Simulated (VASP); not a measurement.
Write the native input for VASP 6.6.1 that does the following.

| Item | Value |
| --- | --- |
| Task | single point |
| Functional | r2SCAN |
| Potentials or basis | VASP PAW PBE potentials, release 64 (Ca_sv) |
| Cutoff | 520 eV |
| k mesh | 16 × 16 × 16 |
| Occupations | gaussian, width 0.15 eV |
| Spin | no spin polarisation |
| Dipole correction | no |
| Further INCAR settings | ALGO = Normal; EDIFF = 1e-07; NBANDS = 11 |

Ca:

```
CELL_PARAMETERS angstrom
-2.30720 2.30720 2.17280
2.30720 -2.30720 2.17280
2.30720 2.30720 -2.17280
ATOMIC_POSITIONS crystal
Ca 0.00000 0.00000 0.00000
```

This cell differs from its parent crystal: strain +0.030 along x and y, -0.030 along z.

The input as run:

POSCAR

```
Ca
1.0
   -2.3072000000      2.3072000000      2.1728000000
    2.3072000000     -2.3072000000      2.1728000000
    2.3072000000      2.3072000000     -2.1728000000
Ca
1
Direct
    0.0000000000      0.0000000000      0.0000000000
```

INCAR.step1

```
SYSTEM = Ca
PREC = Accurate
ENCUT = 520
ISMEAR = 0
SIGMA = 0.15
LREAL = .FALSE.
LASPH = .TRUE.
NELM = 80
NBANDS = 11
GGA = PE
ALGO = Normal
EDIFF = 1E-4
LWAVE = .TRUE.
LCHARG = .FALSE.
```

INCAR.step2

```
SYSTEM = Ca
PREC = Accurate
ENCUT = 520
EDIFF = 1E-7
ISMEAR = 0
SIGMA = 0.15
LREAL = .FALSE.
LASPH = .TRUE.
NELM = 80
ALGO = Normal
ISIF = 2
LWAVE = .FALSE.
LCHARG = .TRUE.
METAGGA = R2SCAN
LMIXTAU = .TRUE.
LELF = .TRUE.
LVHAR = .TRUE.
NBANDS = 11
ISTART = 1
```

KPOINTS

```
regular mesh
0
G
  16 16 16
  0 0 0
```

Potentials or basis: VASP PAW PBE potentials, release 64 (Ca_sv).

Run with:

```console
$ cat potpaw_PBE.64/Ca_sv/POTCAR > POTCAR
$ cp INCAR.step1 INCAR
$ mpirun -np 1 vasp_std > vasp.out
$ cp INCAR.step2 INCAR
$ mpirun -np 1 vasp_std > vasp.out
```

Results of the run:

```json
{
  "Pressure": "-1.0 GPa",
  "Band gap on the k mesh": "zero (bands 5 and 6 overlap by 0.70 eV)"
}
```

Caveat: the cell differs from its parent crystal (strain +0.030 along x and y, -0.030 along z); the PAW data sets were made with another functional, which shifts forces and pressure a little.

Run time: 13 min on 1 thread of Intel(R) Xeon(R) Platinum 8259CL CPU @ 2.50GHz (Skylake/Cascade Lake), with other jobs on the host, peak memory 0.3 GiB.
